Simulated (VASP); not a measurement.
# AlN in VASP: further runs, part 2 of 2

VASP 6.6.1.

### Step 3. Single point, PBE

The input, INCAR:

```
SYSTEM = AlN
  PREC = Accurate
  ENCUT = 700
  EDIFF = 1E-6
  ISMEAR = -1
  SIGMA = 0.01
  LREAL = Auto
  LASPH = .True.
  NELM = 120
  ALGO = Normal
  ISIF = 2
  LWAVE = .False.
  LCHARG = .True.
  GGA = PE
  LELF = .True.
  LVHAR = .True.
  NBANDS = 186
  GGA_COMPAT = .False.
  ISYM = -1
```

The input, KPOINTS:

```
explicit points
1
Reciprocal
  0.25000000   0.25000000   0.25000000 1
```

The input, POSCAR:

```
AlN
1.0
    9.3892708692      0.0000000866      0.0000000000
   -4.6946355096      8.1313470524      0.0000000000
    0.0000000000      0.0000000000     10.0348065929
Al N
36 36
Direct
    0.2216422954      0.1103771283      0.2494636278
    0.1104899921      0.2215270626      0.4994578450
    0.2216635310      0.1103862707      0.7494518655
    0.1104855144      0.2215136255      0.9994595309
    0.2216302928      0.4437024255      0.2494596461
    0.1104948565      0.5548710309      0.4994589371
    0.2216380680      0.4437038972      0.7494577300
    0.1105054391      0.5548780714      0.9994562228
    0.2216377271      0.7770599544      0.2494572897
    0.1104794551      0.8881896116      0.4994627628
    0.2216465354      0.7770546635      0.7494549526
    0.1104896197      0.8882026506      0.9994471401
    0.5549924566      0.1103803863      0.2494679730
    0.4438368379      0.2215205241      0.4994612599
    0.5549908365      0.1103744215      0.7494541785
    0.4438202990      0.2215083629      0.9994605504
    0.5549728258      0.4436999470      0.2494563948
    0.4438198235      0.5548446072      0.4994545820
    0.5549811766      0.4437060399      0.7494592818
    0.4438098050      0.5548306861      0.9994612211
    0.5549509770      0.7770241242      0.2494609767
    0.4438229306      0.8881911468      0.4994610894
    0.5549559111      0.7770309806      0.7494614291
    0.4438166434      0.8881960179      0.9994608267
    0.8883128044      0.1103757702      0.2494655016
    0.7771647040      0.2215378324      0.4994662011
    0.8883108717      0.1103686690      0.7494552997
    0.7771730751      0.2215351892      0.9994582848
    0.8883251911      0.4437173256      0.2494567945
    0.7771555347      0.5548545853      0.4994565758
    0.8883304082      0.4437238219      0.7494578330
    0.7771689687      0.5548630223      0.9994595606
    0.8883051299      0.7770460991      0.2494621580
    0.7771218471      0.8881774970      0.4994554552
    0.8883044040      0.7770441369      0.7494488645
    0.7771498066      0.8881865340      0.9994656550
    0.2214415731      0.1105942994      0.4400479115
    0.1106995225      0.2213062851      0.1900513879
    0.2214360587      0.1105937274      0.9400516194
    0.1107026297      0.2213066271      0.6900471596
    0.2214165464      0.4439173175      0.4400473464
    0.1107183795      0.5546549274      0.1900470870
    0.2214139856      0.4439164377      0.9400445642
    0.1107219588      0.5546569007      0.6900400868
    0.2214265844      0.7772650493      0.4400336981
    0.1106920196      0.8879795248      0.1900443081
    0.2214264303      0.7772640724      0.9400447876
    0.1106930231      0.8879778220      0.6900436475
    0.5547813126      0.1105910640      0.4400464931
    0.4440335718      0.2213042258      0.1900506620
    0.5547730960      0.1105862117      0.9400448475
    0.4440357355      0.2212967935      0.6900475959
    0.5547709787      0.4439219460      0.4400525587
    0.4440277333      0.5546241037      0.1900477739
    0.5547623519      0.4439161818      0.9400488222
    0.4440371229      0.5546343111      0.6900395078
    0.5547451792      0.7772392300      0.4400402601
    0.4440297716      0.8879764633      0.1900426761
    0.5547454642      0.7772405324      0.9400434079
    0.4440382420      0.8879800068      0.6900353376
    0.8880976455      0.1105778600      0.4400557455
    0.7773793313      0.2213214607      0.1900544748
    0.8880962427      0.1105818720      0.9400520696
    0.7773874797      0.2213313725      0.6900511446
    0.8881000654      0.4439243632      0.4400465518
    0.7773714730      0.5546471824      0.1900556196
    0.8880986358      0.4439276272      0.9400518481
    0.7773700039      0.5546379006      0.6900476598
    0.8880937743      0.7772560030      0.4400508664
    0.7773550207      0.8879761192      0.1900536681
    0.8880953049      0.7772590063      0.9400470840
    0.7773541064      0.8879745180      0.6900428719
```

Potentials or basis: VASP PAW PBE potentials, release 64 (Al, N).

Run with:

```sh
$ cat potpaw_PBE.64/Al/POTCAR potpaw_PBE.64/N/POTCAR > POTCAR
$ mpirun -np 1 vasp_std > vasp.out
```

OUTCAR:

```text
SYSTEM = AlN
   PREC = Accurate
   ENCUT = 700
   EDIFF = 1E-6
   ISMEAR = -1
   LREAL = Auto
   LASPH = .True.
   NELM = 120
   ISIF = 2
   GGA = PE
   ISYM = -1

 ion  position               nearest neighbor table
   1  0.222  0.110  0.249-  38 1.90  50 1.90  46 1.90  37 1.91  16 3.09  10 3.09  14 3.09  12 3.09
                             2 3.09   4 3.09   9 3.13  17 3.13  25 3.13   5 3.13  33 3.13  13 3.13
   2  0.110  0.222  0.499-  37 1.90  61 1.90  41 1.90  40 1.91  25 3.09   5 3.09  27 3.09   7 3.09
                             1 3.09   3 3.09  18 3.13  26 3.13  10 3.13   6 3.13  14 3.13  34 3.13
   3  0.222  0.110  0.749-  40 1.90  52 1.90  48 1.90  39 1.91  14 3.09  16 3.09  12 3.09  10 3.09
                             2 3.09   4 3.09  19 3.13  11 3.13   7 3.13  15 3.13  27 3.13  35 3.13
   4  0.110  0.222  0.999-  39 1.90  63 1.90  43 1.90  38 1.91  27 3.09  25 3.09   5 3.09   7 3.09
                             1 3.09   3 3.09  12 3.13  20 3.13  28 3.13  36 3.13  16 3.13   8 3.13
   5  0.222  0.444  0.249-  42 1.90  38 1.90  54 1.90  41 1.91   2 3.09  20 3.09  18 3.09   4 3.09
                             6 3.09   8 3.09  29 3.13  21 3.13  25 3.13   1 3.13  17 3.13   9 3.13
   6  0.110  0.555  0.499-  41 1.90  65 1.90  45 1.90  44 1.91  31 3.09  29 3.09  11 3.09   9 3.09
                             5 3.09   7 3.09  22 3.13  10 3.13  30 3.13  26 3.13  18 3.13   2 3.13
   7  0.222  0.444  0.749-  44 1.90  40 1.90  56 1.90  43 1.91   2 3.09  20 3.09  18 3.09   4 3.09
                             8 3.09   6 3.09  31 3.13  23 3.13   3 3.13  27 3.13  19 3.13  11 3.13
   8  0.111  0.555  0.999-  43 1.90  47 1.90  67 1.90  42 1.91  31 3.09  11 3.09  29 3.09   9 3.09
                             7 3.09   5 3.09  24 3.13  20 3.13  32 3.13  12 3.13  28 3.13   4 3.13
   9  0.222  0.777  0.249-  46 1.90  58 1.90  42 1.90  45 1.91  24 3.09   8 3.09  22 3.09   6 3.09
                            10 3.09  12 3.09   1 3.13  33 3.13  29 3.13  21 3.13  13 3.13   5 3.13
  10  0.110  0.888  0.499-  45 1.90  69 1.90  37 1.90  48 1.91  35 3.09  33 3.09   3 3.09   1 3.09
                            11 3.09   9 3.09   6 3.13  30 3.13   2 3.13  22 3.13  14 3.13  34 3.13
  11  0.222  0.777  0.749-  48 1.90  60 1.90  44 1.90  47 1.91  22 3.09   6 3.09   8 3.09  24 3.09
                            10 3.09  12 3.09  23 3.13   3 3.13  31 3.13  15 3.13  35 3.13   7 3.13
[... 84 lines left out ...]
  71  0.888  0.777  0.940-  36 1.90  12 1.90  32 1.90  35 1.91
  72  0.777  0.888  0.690-  35 1.90  27 1.90  23 1.90  34 1.91

IMPORTANT INFORMATION: All symmetrisations will be switched off!
NOSYMM: (Re-)initialisation of all symmetry stuff for point group C_1.

----------------------------------------------------------------------------------------

                                     Primitive cell

  volume of cell :     766.1316

  direct lattice vectors                    reciprocal lattice vectors
     9.389270869  0.000000087  0.000000000     0.106504542  0.061490427  0.000000000
    -4.694635510  8.131347052  0.000000000    -0.000000001  0.122980853  0.000000000
     0.000000000  0.000000000 10.034806593     0.000000000  0.000000000  0.099653141

  length of vectors
     9.389270869  9.389270869 10.034806593     0.122980853  0.122980853  0.099653141

  position of ions in fractional coordinates (direct lattice)
     0.221642295  0.110377128  0.249463628
     0.110489992  0.221527063  0.499457845
     0.221663531  0.110386271  0.749451865
     0.110485514  0.221513626  0.999459531
     0.221630293  0.443702425  0.249459646
     0.110494856  0.554871031  0.499458937
[... 64 lines left out ...]
     0.888095305  0.777259006  0.940047084
     0.777354106  0.887974518  0.690042872

  ion indices of the primitive-cell ions
   primitive index   ion index
                 1           1
                 2           2
                 3           3
                 4           4
                 5           5
                 6           6
[... 64 lines left out ...]
                71          71
                72          72

----------------------------------------------------------------------------------------

 KPOINTS: explicit points

Read explicit list of k-points.

 Found      1 k-points:

 Following reciprocal coordinates:
            Coordinates               Weight
  0.250000  0.250000  0.250000      1.000000
   k-points           NKPTS =      1   k-points in BZ     NKDIM =      1   number of bands    NBANDS=    186
   number of dos      NEDOS =    301   number of ions     NIONS =     72
   total plane-waves  NPLWV = 635040
   dimension x,y,z NGX =    84 NGY =   84 NGZ =   90
   dimension x,y,z NGXF=   168 NGYF=  168 NGZF=  180
   ions per type =              36  36
   NGX,Y,Z   is equivalent  to a cutoff of  14.87, 14.87, 14.91 a.u.
   NGXF,Y,Z  is equivalent  to a cutoff of  29.75, 29.75, 29.82 a.u.
 SYSTEM =  AlN
   PREC   = accura    normal or accurate (medium, high low for compatibility)
   ISTART =      0    job   : 0-new  1-cont  2-samecut
   ICHARG =      2    charge: 1-file 2-atom 10-const
   ISPIN  =      1    spin polarized calculation?
   LNONCOLLINEAR =      F non collinear calculations
   LSORBIT =      F    spin-orbit coupling
   LASPH  =      T    aspherical Exc in radial PAW
   ENCUT  =  700.0 eV  51.45 Ry    7.17 a.u.  20.26 20.26 21.65*2*pi/ulx,y,z
   NELM   =    120;   NELMIN=  2; NELMDL= -5     # of ELM steps
   EDIFF  = 0.1E-05   stopping-criterion for ELM
   LREAL  =      T    real-space projection
   EDIFFG = 0.1E-04   stopping-criterion for IOM
   NSW    =      0    number of steps for IOM
   IBRION =     -1    ionic relax: 0-MD 1-quasi-New 2-CG
   NFREE  =      0    steps in history (QN), initial steepest desc. (CG)
   ISIF   =      2    stress and relaxation
   ISYM   =     -1    0-nonsym 1-usesym 2-fastsym
   POTIM  = 0.5000    time-step for ionic-motion
   TEBEG  =    0.0;   TEEND  =   0.0 temperature during run
   PSTRESS=    0.0 pullay stress
   NELECT =     288.0000    total number of electrons
   NUPDOWN=      -1.0000    fix difference up-down
   EMIN   =  10.00;   EMAX   =-10.00  energy-range for DOS
   EFERMI =   0.00;   METHOD = LEGACY
   ISMEAR =    -1;   SIGMA  =   0.01  broadening in eV -4-tet -1-fermi 0-gaus
   EFERMI_NEDOS =   21; number of points for ismear=-14 and -15
   IALGO  =     38    algorithm
   IMIX   =      4    mixing-type and parameters
     AMIX     =   0.40;   BMIX     =  1.00
     AMIX_MAG =   1.60;   BMIX_MAG =  1.00
  volume/ion in A,a.u.               =      10.64        71.81
  Fermi-wavevector in a.u.,A,eV,Ry     =   1.181511  2.232733 18.993310  1.395969
  Thomas-Fermi vector in A             =   2.317783
   LORBIT       =      0    0 simple, 1 ext, 2 COOP (PROOUT), +10 PAW based schemes
   GGA     = PE    functional components
   LHFCALC =     F    Hartree Fock is set to
   AEXX    =    0.0000 exact exchange contribution
   IVDW    =     0    specifies the selected vdW correction
   LEPSILON=     F    determine dielectric tensor
   LRPA    =     F    only Hartree local field effects (RPA)
 non-spin polarized calculation
  energy-cutoff  :      700.00
  volume of cell :      766.13
 maximum number of plane-waves:     32236
 NGX is ok and might be reduce to    80
   NGX = 41   NGY = 41   NGZ = 43

 number of electron     288.0000006 magnetization

 Free energy of the ion-electron system (eV)
  ---------------------------------------------------
  ext. energy  EPLUGINS =         0.00000000
  ---------------------------------------------------
  free energy    TOTEN  =      -537.30897535 eV

  energy without entropy =     -537.30897535  energy(sigma->0) =     -537.30897535

 E-fermi :   6.0438     XC(G=0): -10.8336

 val. band max:        5.7259298162   @ k =   0.2500   0.2500   0.2500
 cond. band min:      11.1639904374   @ k =   0.2500   0.2500   0.2500
 fundamental gap:      5.4380606212
 Fermi energy:         6.0438460559

 k-point     1 :       0.2500    0.2500    0.2500
  band No.  band energies     occupation
      1      -8.8040      2.00000
      2      -8.4842      2.00000
      3      -8.4840      2.00000
      4      -8.3736      2.00000
      5      -8.0796      2.00000
      6      -8.0794      2.00000
[... 148 lines left out ...]
    155      11.9590      0.00000
    156      11.9591      0.00000
 [bands above 156 left out]

------------------------ aborting loop because EDIFF is reached ----------------------------------------

  FORCE on cell =-STRESS in cart. coord.  units (eV):
  Direction    XX          YY          ZZ          XY          YZ          ZX
  --------------------------------------------------------------------------------------
  -------------------------------------------------------------------------------------
  Total       -0.7975008     -5.3729837      1.2216860     -3.9066463     -0.0342075     -0.0235600
  in kB       -1.6677784    -11.2362847      2.5548582     -8.1697976     -0.0715366     -0.0492701
  external PRESSURE =      -3.4497350 kB  Pullay stress =       0.0000000 kB

 VOLUME and BASIS-vectors are now :
 -----------------------------------------------------------------------------
  energy-cutoff  :      700.00
  volume of cell :      766.13
      direct lattice vectors                 reciprocal lattice vectors
     9.389270869  0.000000087  0.000000000     0.106504542  0.061490427  0.000000000
    -4.694635510  8.131347052  0.000000000    -0.000000001  0.122980853  0.000000000
     0.000000000  0.000000000 10.034806593     0.000000000  0.000000000  0.099653141

 POSITION                                       TOTAL-FORCE (eV/Angst)
 -----------------------------------------------------------------------------------
      1.56288      0.89751      2.50332         0.000363     -0.003411     -0.001525
     -0.00257      1.80131      5.01196         0.001892      0.001849      0.002751
      1.56304      0.89759      7.52060        -0.002514     -0.004653     -0.000044
     -0.00255      1.80120     10.02938         0.000673      0.004144      0.002795
     -0.00207      3.60790      2.50328         0.001051     -0.002707     -0.001289
     -1.56745      4.51185      5.01197         0.001584      0.002347      0.001384
[... 64 lines left out ...]
      4.68962      6.32016      9.43319        -0.000602     -0.000500     -0.001275
      3.13007      7.22043      6.92445        -0.000814     -0.000075     -0.000585
 -----------------------------------------------------------------------------------
    total drift:                                0.028791      0.000932      0.019118

  FREE ENERGIE OF THE ION-ELECTRON SYSTEM (eV)
  ---------------------------------------------------
  free  energy   TOTEN  =      -537.3089753493 eV

  energy  without entropy=     -537.3089753493  energy(sigma->0) =     -537.30897535
```

Wall time 6 min (1 thread of Intel Xeon 6975P-C (Granite Rapids), shared host); peak memory 1.2 GiB.

Results:

* Free energy: -537.3090 eV
* Pressure: -0.3 GPa
* Largest force: 0.006 eV/Å
* Band gap on the k mesh: 5.44 eV

Forces in eV/Å, atoms in the order of the input:
```
Al   0.000 -0.003 -0.002
Al   0.002  0.002  0.003
Al  -0.003 -0.005  0.000
Al   0.001  0.004  0.003
Al   0.001 -0.003 -0.001
Al   0.002  0.002  0.001
Al   0.001 -0.003 -0.002
Al   0.000  0.001  0.003
Al   0.001 -0.004 -0.002
Al   0.002  0.004  0.001
Al   0.000 -0.003 -0.001
Al   0.001  0.002  0.004
Al  -0.001 -0.004 -0.003
Al   0.000  0.003  0.002
Al   0.000 -0.002  0.000
Al   0.002  0.005  0.003
Al   0.001 -0.003 -0.001
Al   0.000  0.003  0.003
Al   0.000 -0.003 -0.001
Al   0.001  0.005  0.002
Al   0.001 -0.002 -0.003
Al   0.001  0.003  0.000
Al   0.002 -0.003 -0.002
Al   0.003  0.002  0.002
Al  -0.001 -0.004 -0.001
Al   0.003  0.002  0.002
Al   0.000 -0.003 -0.001
Al   0.001  0.002  0.003
Al  -0.001 -0.003 -0.001
Al   0.002  0.004  0.003
Al  -0.001 -0.003  0.000
Al  -0.001  0.003  0.003
Al   0.000 -0.003 -0.001
Al   0.005  0.004  0.003
Al  -0.001 -0.004  0.000
Al   0.000  0.002  0.002
N   -0.001 -0.001  0.001
N   -0.001  0.001 -0.002
N   -0.001 -0.001 -0.002
N    0.000  0.001 -0.001
N    0.001  0.000  0.000
N   -0.002  0.001 -0.001
N    0.001 -0.001  0.000
N   -0.002  0.001  0.000
N    0.000  0.000  0.002
N   -0.001  0.001 -0.002
N    0.000  0.000 -0.001
N    0.001  0.001  0.000
N   -0.001 -0.001  0.001
N    0.000  0.000 -0.001
N   -0.001  0.000  0.000
N    0.001  0.002 -0.001
N   -0.001 -0.002 -0.001
N   -0.002  0.001 -0.001
N    0.000 -0.001  0.000
N   -0.002  0.000  0.000
N   -0.001  0.000  0.001
N   -0.001  0.001  0.000
N    0.000  0.000  0.001
N   -0.001  0.001  0.001
N   -0.002  0.001 -0.001
N    0.000  0.000 -0.002
N   -0.001  0.000 -0.001
N    0.000 -0.001 -0.001
N    0.000  0.000  0.000
N    0.000  0.000 -0.002
N    0.001  0.000 -0.001
N    0.000  0.001 -0.001
N   -0.002 -0.001  0.000
N   -0.001  0.000 -0.001
N   -0.001 -0.001 -0.001
N   -0.001  0.000 -0.001
```

Caveat: a shifted mesh leaves out Γ, where band edges can lie.
